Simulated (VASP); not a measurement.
Set up this calculation in VASP 6.6.1, as the native input.

```yaml
Task: single point
Functional: PBE
Dispersion: D3(BJ)
Potentials_or_basis: VASP PAW PBE potentials, release 64 (B, N)
Cutoff: 600 eV
k_mesh: 12 × 12 × 12
Occupations: gaussian, width 0.05 eV
Spin: no spin polarisation
Dipole_correction: no
Further_INCAR_settings: ALGO = Normal; EDIFF = 1e-06; NBANDS = 11
```

The structure of BN lies in POSCAR:

```
BN
1.0
    1.2027024292      0.6943805712      3.2955578494
   -1.2027024292      0.6943805712      3.2955578494
    0.0000000000     -1.3887611425      3.2955578494
B N
1 1
Direct
    0.9947185001      0.9947185001      0.9947185001
    0.3365786723      0.3365786723      0.3365786723
```

This cell differs from its parent crystal: atoms displaced along a vibrational mode, the cell strained.

One way to write it, as run:

INCAR

```
PREC = Accurate ; ENCUT = 600
EDIFF = 1E-6 ; ISMEAR = 0
SIGMA = 0.05 ; LREAL = False
LASPH = True ; NELM = 120
ALGO = Normal ; ISIF = 2
LWAVE = False ; LCHARG = False
GGA = PE ; IVDW = 12
NBANDS = 11 ; GGA_COMPAT = False
```

KPOINTS

```
regular mesh
0
Gamma
  12 12 12
```

Potentials or basis: VASP PAW PBE potentials, release 64 (B, N).

Command:

```bash
$ cat potpaw_PBE.64/B/POTCAR potpaw_PBE.64/N/POTCAR > POTCAR
$ mpirun -np 1 vasp_std > vasp.out
```

Results of the run:

```
Pressure                   : 34.9 GPa
Largest force              : 0.999 eV/Å
Band gap on the k mesh     : 4.27 eV (least direct gap 4.94 eV)
Dispersion energy per atom : -0.154 eV
```

Caveat: the cell differs from its parent crystal (atoms displaced along a vibrational mode, the cell strained); the stress differs along the axes, from -1 to 53 GPa.

It took 59 s on 1 thread of Intel(R) Xeon(R) Platinum 8375C CPU @ 2.90GHz (Ice Lake), on a shared host, peak memory 0.2 GiB.
